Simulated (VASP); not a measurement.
Here is a VASP 6.6.1 calculation.

Contents of INCAR:

```
SYSTEM = ZnCu
PREC = Accurate
ENCUT = 520
EDIFF = 1E-6
ISMEAR = -1
SIGMA = 0.05
LREAL = .FALSE.
LASPH = .TRUE.
NELM = 100
ALGO = Normal
ISIF = 2
LWAVE = .FALSE.
LCHARG = .TRUE.
LELF = .TRUE.
LVHAR = .TRUE.
NBANDS = 18
```

The input KPOINTS:

```
Automatic mesh
0
G
  9 9 9
  0 0 0
```

The input POSCAR:

```
ZnCu
1.0
    2.9252343038      0.0000000000      0.0000000000
    0.0000000000      2.9252343038      0.0000000000
    0.0000000000      0.0000000000      2.9252343038
Zn Cu
1 1
Direct
    0.5000000000      0.5000000000      0.5000000000
    0.0000000000      0.0000000000      0.0000000000
```

Potentials or basis: VASP PAW LDA potentials, release 64 (Zn, Cu).

Launch:

```console
$ cat potpaw_LDA.64/Zn/POTCAR potpaw_LDA.64/Cu/POTCAR > POTCAR
$ mpirun -np 1 vasp_std > vasp.out
```

(1) Predict the pressure.

## Answers

(1) -6.5 GPa.
